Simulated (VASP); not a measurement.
Write the native input for VASP 6.6.1 that does the following.

```yaml
Task: relaxation of cell and atoms
Functional: RPBE
Dispersion: D3(BJ)
Potentials_or_basis: VASP PAW PBE potentials, release 64 (Zn, O)
Cutoff: 600 eV
k_mesh: 10 × 10 × 9
Occupations: fermi-dirac, width 0.05 eV
Spin: no spin polarisation
Dipole_correction: no
Further_INCAR_settings: ALGO = Normal; EDIFF = 1e-06; IBRION = 2; EDIFFG = -0.01; NSW = 60; ISIF = 3
```

The structure of ZnO lies in POSCAR:

```
ZnO
1.0
    1.4332300000     -3.5270800000      0.0000000000
    1.4332300000      3.5270800000      0.0000000000
    0.0000000000      0.0000000000      2.8384900000
Zn O
1 1
Direct
    0.0000000000      0.0000000000      0.0000000000
    0.5000000000      0.5000000000      0.5000000000
```

One way to write it, as run:

INCAR

```
ALGO     = Normal         # electronic algorithm
EDIFF    = 1E-6           # SCF threshold, eV
EDIFFG   = -0.01          # ionic threshold
ENCUT    = 600            # plane-wave cutoff, eV
GGA      = RP             # functional
IBRION   = 2              # ionic algorithm
ISIF     = 3              # what is computed and relaxed
ISMEAR   = -1             # smearing method
IVDW     = 12             # dispersion correction
LASPH    = True           # aspherical terms in the spheres
LCHARG   = False          # write CHGCAR
LREAL    = False          # projectors in reciprocal space
LWAVE    = False          # write WAVECAR
NELM     = 100            # most SCF steps
NSW      = 60             # ionic steps
PREC     = Accurate       # precision mode
SIGMA    = 0.05           # smearing width, eV
```

KPOINTS

```
k-points
0
Gamma
  10 10 9
```

Potentials or basis: VASP PAW PBE potentials, release 64 (Zn, O).

Launch:

```console
$ cat potpaw_PBE.64/Zn/POTCAR potpaw_PBE.64/O/POTCAR > POTCAR
$ mpirun -np 1 vasp_std > vasp.out
```

Results of the run:

```yaml
Relaxed_volume: 9.74 Å³/atom
Relaxed_cell: a = 2.818 Å, b = 2.818 Å, c = 2.723 Å, α = 90.00°, β = 90.00°, γ = 115.77°
Space_group_after_relaxing_to_0.05_Å: Cmmm (No. 65)
Energy_gained_by_relaxing: 218.1 meV/atom
Ionic_steps: 15
Pressure_after_relaxing: 0.1 GPa
Band_gap_on_the_k_mesh: zero (band 9 reaches 3.68 eV, above the bottom of band 10 at 3.55 eV)
Dispersion_energy_per_atom: -1.110 eV
```

Caveat: the volume moved by over 15 % at a fixed basis, so the end points are rough; the PAW data sets were made with another functional, which shifts forces and pressure a little; pairwise dispersion overbinds metals, which lowers pressure and volume.

It took 4.4 min on 1 thread of Intel(R) Xeon(R) 6975P-C (Granite Rapids), with other jobs on the host, peak memory 0.24 GiB.
